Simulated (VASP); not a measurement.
# SiCl5 (P-3m1) in VASP: further runs

Runs on SiCl5. Level: PBE. Tasks: single point.

Program: VASP 6.6.1. These are calculated values, not measurements. Logs are shortened: lines on timing, memory, paths and dates and some standing lists are left out, and cuts for length are marked.

## 1. The cell of the first run

The structure is trigonal, space group P-3m1 (No. 164). The conventional cell has a = 7.331 Å, b = 7.331 Å, c = 10.204 Å, α = 90.00°, β = 90.00°, γ = 120.00°. Si (site symmetry 3m) has 4 Cl at 2.03 to 2.04 Å within 2.7 Å. Within 2.7 Å of Cl (site symmetry 3m) lie 1 Cl at 2.00 Å. Cl (site symmetry m) has 1 Si at 2.04 Å within 2.7 Å. Within 2.7 Å of Cl (site symmetry 3m) lie 1 Si at 2.03 Å.

## 2. Single point, PBE (39.58 Å³/atom)

Contents of INCAR:

```
PREC     = Accurate       # precision mode
ENCUT    = 520            # plane-wave cutoff, eV
EDIFF    = 1E-7           # SCF threshold, eV
ISMEAR   = 0              # smearing method
SIGMA    = 0.02           # smearing width, eV
LREAL    = False          # projectors in reciprocal space
LASPH    = True           # aspherical terms in the spheres
NELM     = 100            # most SCF steps
ALGO     = Normal         # electronic algorithm
ISIF     = 2              # what is computed and relaxed
LWAVE    = False          # write WAVECAR
LCHARG   = False          # write CHGCAR
GGA      = PE             # functional
NBANDS   = 51             # bands
```

Contents of KPOINTS:

```
regular mesh
0
Gamma
  6 6 2
```

Contents of POSCAR:

```
SiCl5
1.0
    7.3310470705      0.0000000000      0.0000000000
   -3.6655235352      6.3488729994      0.0000000000
    0.0000000000      0.0000000000     10.2035984838
Si Cl
2 10
Direct
    0.6666666667      0.3333333333      0.2359471528
    0.3333333333      0.6666666667      0.7640528472
    0.0000000000      0.0000000000      0.0981423277
    0.0000000000      0.0000000000      0.9018576723
    0.5157117911      0.4842882089      0.3039802542
    0.5157117911      0.0314235822      0.3039802542
    0.9685764178      0.4842882089      0.3039802542
    0.6666666667      0.3333333333      0.0368380534
    0.0314235822      0.5157117911      0.6960197458
    0.4842882089      0.5157117911      0.6960197458
    0.4842882089      0.9685764178      0.6960197458
    0.3333333333      0.6666666667      0.9631619466
```

Potentials or basis: VASP PAW PBE potentials, release 64 (Si, Cl).

Command:

```
> cat potpaw_PBE.64/Si/POTCAR potpaw_PBE.64/Cl/POTCAR > POTCAR
> mpirun -np 1 vasp_std > vasp.out
```

OUTCAR:

```text
PREC = Accurate
   ENCUT = 520
   EDIFF = 1E-7
   ISMEAR = 0
   LREAL = False
   LASPH = True
   NELM = 100
   ISIF = 2
   GGA = PE

 ion  position               nearest neighbor table
   1  0.667  0.333  0.236-   8 2.03   6 2.04   7 2.04   5 2.04
   2  0.333  0.667  0.764-  12 2.03  11 2.04   9 2.04  10 2.04
   3  0.000  0.000  0.098-   4 2.00
   4  0.000  0.000  0.902-   3 2.00
   5  0.516  0.484  0.304-   1 2.04
   6  0.516  0.031  0.304-   1 2.04
   7  0.969  0.484  0.304-   1 2.04
   8  0.667  0.333  0.037-   1 2.03
   9  0.031  0.516  0.696-   2 2.04
  10  0.484  0.516  0.696-   2 2.04
  11  0.484  0.969  0.696-   2 2.04
  12  0.333  0.667  0.963-   2 2.03

  LATTYP: Found a hexagonal cell.
 ALAT       =     7.3310470705
 C/A-ratio  =     1.3918337157

  Lattice vectors:

 A1 = (   7.3310470705,   0.0000000000,   0.0000000000)
 A2 = (  -3.6655235352,   6.3488729994,   0.0000000000)
 A3 = (   0.0000000000,   0.0000000000,  10.2035984838)

Analysis of symmetry for initial positions (statically):
=====================================================================
 Subroutine PRICEL returns:
 Original cell was already a primitive cell.

 Routine SETGRP: Setting up the symmetry group for a
 hexagonal supercell.

 Subroutine GETGRP returns: Found 12 space group operations
 (whereof 12 operations were pure point group operations)
 out of a pool of 24 trial point group operations.

The static configuration has the point symmetry D_3d.

Analysis of symmetry for dynamics (positions and initial velocities):
=====================================================================
 Subroutine PRICEL returns:
 Original cell was already a primitive cell.

 Routine SETGRP: Setting up the symmetry group for a
 hexagonal supercell.

 Subroutine GETGRP returns: Found 12 space group operations
 (whereof 12 operations were pure point group operations)
 out of a pool of 24 trial point group operations.

The dynamic configuration has the point symmetry D_3d.

 Subroutine INISYM returns: Found 12 space group operations
 (whereof 12 operations are pure point group operations),
 and found     1 'primitive' translations

----------------------------------------------------------------------------------------

                                     Primitive cell

  volume of cell :     474.9151

  direct lattice vectors                    reciprocal lattice vectors
     7.331047071  0.000000000  0.000000000     0.136406163  0.078754135  0.000000000
    -3.665523535  6.348872999  0.000000000     0.000000000  0.157508270  0.000000000
     0.000000000  0.000000000 10.203598484     0.000000000  0.000000000  0.098004640

  length of vectors
     7.331047071  7.331047070 10.203598484     0.157508270  0.157508270  0.098004640

  position of ions in fractional coordinates (direct lattice)
     0.666666667  0.333333333  0.235947153
     0.333333333  0.666666667  0.764052847
     0.000000000  0.000000000  0.098142328
     0.000000000  0.000000000  0.901857672
     0.515711791  0.484288209  0.303980254
     0.515711791  0.031423582  0.303980254
     0.968576418  0.484288209  0.303980254
     0.666666667  0.333333333  0.036838053
     0.031423582  0.515711791  0.696019746
     0.484288209  0.515711791  0.696019746
     0.484288209  0.968576418  0.696019746
     0.333333333  0.666666667  0.963161947

  ion indices of the primitive-cell ions
   primitive index   ion index
                 1           1
                 2           2
                 3           3
                 4           4
                 5           5
                 6           6
                 7           7
                 8           8
                 9           9
                10          10
                11          11
                12          12

----------------------------------------------------------------------------------------

 KPOINTS: regular mesh

Automatic generation of k-mesh.
 Grid dimensions read from file:
 generate k-points for:    6    6    2

 Generating k-lattice:

  Cartesian coordinates                     Fractional coordinates (reciprocal lattice)
     0.022734360  0.013125689  0.000000000     0.166666667  0.000000000  0.000000000
     0.000000000  0.026251378  0.000000000     0.000000000  0.166666667  0.000000000
     0.000000000  0.000000000  0.049002320     0.000000000  0.000000000  0.500000000

  Length of vectors
     0.026251378  0.026251378  0.049002320

  Shift w.r.t. Gamma in fractional coordinates (k-lattice)
     0.000000000  0.000000000  0.000000000

 Subroutine IBZKPT returns following result:
 ===========================================

 Found     14 irreducible k-points:

 Following reciprocal coordinates:
            Coordinates               Weight
  0.000000  0.000000  0.000000      1.000000
  0.166667 -0.000000  0.000000      6.000000
  0.333333 -0.000000  0.000000      6.000000
  0.500000 -0.000000  0.000000      3.000000
  0.166667  0.166667  0.000000      6.000000
  0.333333  0.166667  0.000000     12.000000
  0.333333  0.333333  0.000000      2.000000
  0.000000  0.000000  0.500000      1.000000
  0.166667 -0.000000  0.500000      6.000000
  0.333333 -0.000000  0.500000      6.000000
  0.500000 -0.000000  0.500000      3.000000
  0.166667  0.166667  0.500000      6.000000
  0.333333  0.166667  0.500000     12.000000
  0.333333  0.333333  0.500000      2.000000
   k-points           NKPTS =     14   k-points in BZ     NKDIM =     14   number of bands    NBANDS=     51
   number of dos      NEDOS =    301   number of ions     NIONS =     12
   total plane-waves  NPLWV = 250880
   dimension x,y,z NGX =    56 NGY =   56 NGZ =   80
   dimension x,y,z NGXF=   112 NGYF=  112 NGZF=  160
   ions per type =               2  10
   NGX,Y,Z   is equivalent  to a cutoff of  12.70, 12.70, 13.03 a.u.
   NGXF,Y,Z  is equivalent  to a cutoff of  25.40, 25.40, 26.07 a.u.
 SYSTEM =  unknown system
   PREC   = accura    normal or accurate (medium, high low for compatibility)
   ISTART =      0    job   : 0-new  1-cont  2-samecut
   ICHARG =      2    charge: 1-file 2-atom 10-const
   ISPIN  =      1    spin polarized calculation?
   LNONCOLLINEAR =      F non collinear calculations
   LSORBIT =      F    spin-orbit coupling
   LASPH  =      T    aspherical Exc in radial PAW
   ENCUT  =  520.0 eV  38.22 Ry    6.18 a.u.  13.63 13.63 18.97*2*pi/ulx,y,z
   NELM   =    100;   NELMIN=  2; NELMDL= -5     # of ELM steps
   EDIFF  = 0.1E-06   stopping-criterion for ELM
   LREAL  =      F    real-space projection
   EDIFFG = 0.1E-05   stopping-criterion for IOM
   NSW    =      0    number of steps for IOM
   IBRION =     -1    ionic relax: 0-MD 1-quasi-New 2-CG
   NFREE  =      0    steps in history (QN), initial steepest desc. (CG)
   ISIF   =      2    stress and relaxation
   ISYM   =      2    0-nonsym 1-usesym 2-fastsym
   POTIM  = 0.5000    time-step for ionic-motion
   TEBEG  =    0.0;   TEEND  =   0.0 temperature during run
   PSTRESS=    0.0 pullay stress
   NELECT =      78.0000    total number of electrons
   NUPDOWN=      -1.0000    fix difference up-down
   EMIN   =  10.00;   EMAX   =-10.00  energy-range for DOS
   EFERMI =   0.00;   METHOD = LEGACY
   ISMEAR =     0;   SIGMA  =   0.02  broadening in eV -4-tet -1-fermi 0-gaus
   EFERMI_NEDOS =   21; number of points for ismear=-14 and -15
   IALGO  =     38    algorithm
   IMIX   =      4    mixing-type and parameters
     AMIX     =   0.40;   BMIX     =  1.00
     AMIX_MAG =   1.60;   BMIX_MAG =  1.00
  volume/ion in A,a.u.               =      39.58       267.07
  Fermi-wavevector in a.u.,A,eV,Ry     =   0.896536  1.694207 10.936045  0.803777
  Thomas-Fermi vector in A             =   2.019007
   LORBIT       =      0    0 simple, 1 ext, 2 COOP (PROOUT), +10 PAW based schemes
   GGA     = PE    functional components
   LHFCALC =     F    Hartree Fock is set to
   AEXX    =    0.0000 exact exchange contribution
   IVDW    =     0    specifies the selected vdW correction
   LEPSILON=     F    determine dielectric tensor
   LRPA    =     F    only Hartree local field effects (RPA)
 non-spin polarized calculation
 Gauss-broadening in eV      SIGMA  =   0.02
  energy-cutoff  :      520.00
  volume of cell :      474.92
 maximum number of plane-waves:     12835
 NGX is ok and might be reduce to    56
   NGX = 27   NGY = 27   NGZ = 37

 number of electron      77.9999997 magnetization

 Free energy of the ion-electron system (eV)
  ---------------------------------------------------
  ext. energy  EPLUGINS =         0.00000000
  ---------------------------------------------------
  free energy    TOTEN  =       -41.76035313 eV

  energy without entropy =      -41.76035313  energy(sigma->0) =      -41.76035313

 E-fermi :  -2.3281     XC(G=0):  -6.2145

 val. band max:       -2.4446240922   @ k =   0.5000  -0.0000   0.0000
 cond. band min:       0.5004861420   @ k =   0.0000   0.0000   0.5000
 fundamental gap:      2.9451102342
 Fermi energy:        -2.3281342378

 k-point     1 :       0.0000    0.0000    0.0000
  band No.  band energies     occupation
      1     -18.6325      2.00000
      2     -17.5349      2.00000
      3     -17.4987      2.00000
      4     -16.3587      2.00000
      5     -16.3587      2.00000
      6     -16.3516      2.00000
[... 43 lines left out ...]
     50       5.0105      0.00000
     51       5.5557      0.00000

 k-point     2 :       0.1667   -0.0000    0.0000
  band No.  band energies     occupation
      1     -18.6323      2.00000
      2     -17.5294      2.00000
      3     -17.4971      2.00000
      4     -16.3687      2.00000
      5     -16.3588      2.00000
      6     -16.3515      2.00000
[... 43 lines left out ...]
     50       5.0857      0.00000
     51       5.6562      0.00000

 k-point     3 :       0.3333   -0.0000    0.0000
  band No.  band energies     occupation
      1     -18.6319      2.00000
      2     -17.5170      2.00000
      3     -17.4952      2.00000
      4     -16.3823      2.00000
      5     -16.3648      2.00000
      6     -16.3591      2.00000
[... 43 lines left out ...]
     50       5.2363      0.00000
     51       5.6717      0.00000
[... 487 lines left out ...]
 k-point    13 :       0.3333    0.1667    0.5000
  band No.  band energies     occupation
      1     -18.6318      2.00000
      2     -17.5037      2.00000
      3     -17.5010      2.00000
      4     -16.3875      2.00000
      5     -16.3871      2.00000
      6     -16.3590      2.00000
[... 43 lines left out ...]
     50       5.2016      0.00000
     51       5.8287      0.00000

 k-point    14 :       0.3333    0.3333    0.5000
  band No.  band energies     occupation
      1     -18.6317      2.00000
      2     -17.5005      2.00000
      3     -17.5005      2.00000
      4     -16.3910      2.00000
      5     -16.3910      2.00000
      6     -16.3593      2.00000
[... 43 lines left out ...]
     50       5.5471      0.00000
     51       5.6997      0.00000

------------------------ aborting loop because EDIFF is reached ----------------------------------------

  FORCE on cell =-STRESS in cart. coord.  units (eV):
  Direction    XX          YY          ZZ          XY          YZ          ZX
  --------------------------------------------------------------------------------------
  -------------------------------------------------------------------------------------
  Total        0.0004653      0.0004653     -0.4154492      0.0000000      0.0000000      0.0000000
  in kB        0.0015697      0.0015697     -1.4015627      0.0000000      0.0000000      0.0000000
  external PRESSURE =      -0.4661411 kB  Pullay stress =       0.0000000 kB

 VOLUME and BASIS-vectors are now :
 -----------------------------------------------------------------------------
  energy-cutoff  :      520.00
  volume of cell :      474.92
      direct lattice vectors                 reciprocal lattice vectors
     7.331047071  0.000000000  0.000000000     0.136406163  0.078754135  0.000000000
    -3.665523535  6.348872999  0.000000000     0.000000000  0.157508270  0.000000000
     0.000000000  0.000000000 10.203598484     0.000000000  0.000000000  0.098004640

 POSITION                                       TOTAL-FORCE (eV/Angst)
 -----------------------------------------------------------------------------------
      3.66552      2.11629      2.40751         0.000000     -0.000000      0.001320
     -0.00000      4.23258      7.79609         0.000000     -0.000000     -0.001320
      0.00000      0.00000      1.00140         0.000000     -0.000000     -0.185998
      0.00000      0.00000      9.20219         0.000000      0.000000      0.185998
      2.00554      3.07468      3.10169         0.041794     -0.024130     -0.020498
      3.66552      0.19950      3.10169         0.000000      0.048259     -0.020498
      5.32551      3.07468      3.10169        -0.041794     -0.024130     -0.020498
      3.66552      2.11629      0.37588         0.000000     -0.000000      0.062799
     -1.65999      3.27419      7.10191         0.041794      0.024130      0.020498
      1.65999      3.27419      7.10191        -0.041794      0.024130      0.020498
      0.00000      6.14937      7.10191        -0.000000     -0.048259      0.020498
     -0.00000      4.23258      9.82772         0.000000      0.000000     -0.062799
 -----------------------------------------------------------------------------------
    total drift:                                0.000000      0.000000     -0.000000

  FREE ENERGIE OF THE ION-ELECTRON SYSTEM (eV)
  ---------------------------------------------------
  free  energy   TOTEN  =       -41.7603531273 eV

  energy  without entropy=      -41.7603531273  energy(sigma->0) =      -41.76035313
```

Run time: 5.2 min. Hardware: 1 thread of Intel Xeon Platinum 8488C (Sapphire Rapids), shared host; peak memory 0.66 GiB.

What came out:

| Quantity | Value |
| --- | --- |
| Free energy | -41.7604 eV |
| Pressure | 0.0 GPa |
| Largest force | 0.186 eV/Å |
| Band gap on the k mesh | 2.95 eV (least direct gap 2.95 eV) |

Forces in eV/Å, atoms in the order of the input:
```
Si   0.000  0.000  0.001
Si   0.000  0.000 -0.001
Cl   0.000  0.000 -0.186
Cl   0.000  0.000  0.186
Cl   0.042 -0.024 -0.020
Cl   0.000  0.048 -0.020
Cl  -0.042 -0.024 -0.020
Cl   0.000  0.000  0.063
Cl   0.042  0.024  0.020
Cl  -0.042  0.024  0.020
Cl   0.000 -0.048  0.020
Cl   0.000  0.000 -0.063
```

Caveat: this functional lacks dispersion, which binds layers or chains, so the pressure and a relaxed spacing across them are unreliable. A k mesh can miss the band edges.

## 3. Single point, PBE

This run uses another cell than the first one, of 43.49 Å³/atom.

Contents of INCAR:

```
SYSTEM = SiCl5
  PREC = Accurate
  ENCUT = 520
  EDIFF = 1E-6
  ISMEAR = 0
  SIGMA = 0.02
  LREAL = .FALSE.
  LASPH = .TRUE.
  NELM = 60
  ALGO = Normal
  ISIF = 2
  LWAVE = .FALSE.
  LCHARG = .FALSE.
  GGA = PE
  NBANDS = 51
```

Contents of KPOINTS:

```
regular mesh
0
G
  6 6 2
  0 0 0
```

Contents of POSCAR:

```
SiCl5
1.0
    7.5720369379      0.0000000000      0.0000000000
   -3.7860184689      6.5575763466      0.0000000000
    0.0000000000      0.0000000000     10.5103828653
Si Cl
2 10
Direct
    0.6666666667      0.3333333333      0.2346609570
    0.3333333333      0.6666666667      0.7653390430
    0.0000000000      0.0000000000      0.0953223002
    0.0000000000      0.0000000000      0.9046776998
    0.5203432703      0.4796567297      0.3003404626
    0.5203432703      0.0406865406      0.3003404626
    0.9593134594      0.4796567297      0.3003404626
    0.6666666667      0.3333333333      0.0412810456
    0.0406865406      0.5203432703      0.6996595374
    0.4796567297      0.5203432703      0.6996595374
    0.4796567297      0.9593134594      0.6996595374
    0.3333333333      0.6666666667      0.9587189544
```

Potentials or basis: VASP PAW PBE potentials, release 64 (Si, Cl).

Command:

```
> cat potpaw_PBE.64/Si/POTCAR potpaw_PBE.64/Cl/POTCAR > POTCAR
> mpirun -np 1 vasp_std > vasp.out
```

Run time: 6.5 min. Hardware: 1 thread of Intel Xeon Platinum 8488C (Sapphire Rapids), shared host; peak memory 0.68 GiB.

Results (log left out):

```yaml
Free_energy: -41.7791 eV
Pressure: -0.2 GPa
Largest_force: 0.191 eV/Å
Band_gap_on_the_k_mesh: 2.96 eV
```

Forces in eV/Å, atoms in the order of the input:
```
Si   0.000  0.000 -0.002
Si   0.000  0.000  0.002
Cl   0.000  0.000 -0.191
Cl   0.000  0.000  0.191
Cl   0.047 -0.027 -0.017
Cl   0.000  0.054 -0.017
Cl  -0.047 -0.027 -0.017
Cl   0.000  0.000  0.056
Cl   0.047  0.027  0.017
Cl  -0.047  0.027  0.017
Cl   0.000 -0.054  0.017
Cl   0.000  0.000 -0.056
```

Stress tensor (GPa, compression positive):
```
-0.12  0.00  0.00
 0.00 -0.12  0.00
 0.00  0.00 -0.23
```

Levels at points of the mesh, in eV from the valence-band top:
```
           k point  band 36  band 37  band 38  band 39  band 40  band 41  band 42  band 43
(0.00, 0.00, 0.00)    -0.79    -0.77     0.00     0.00     2.96     4.70     5.04     6.16
(0.50, 0.00, 0.00)    -0.84    -0.78    -0.02     0.00     2.99     5.32     5.45     6.41
(0.00, 0.00, 0.50)    -0.75    -0.75     0.00     0.00     2.96     4.83     5.00     6.17
(0.50, 0.00, 0.50)    -0.84    -0.75    -0.02     0.00     2.99     5.37     5.46     6.30
```

Caveat: this functional lacks dispersion, which binds layers or chains, so the pressure and a relaxed spacing across them are unreliable.
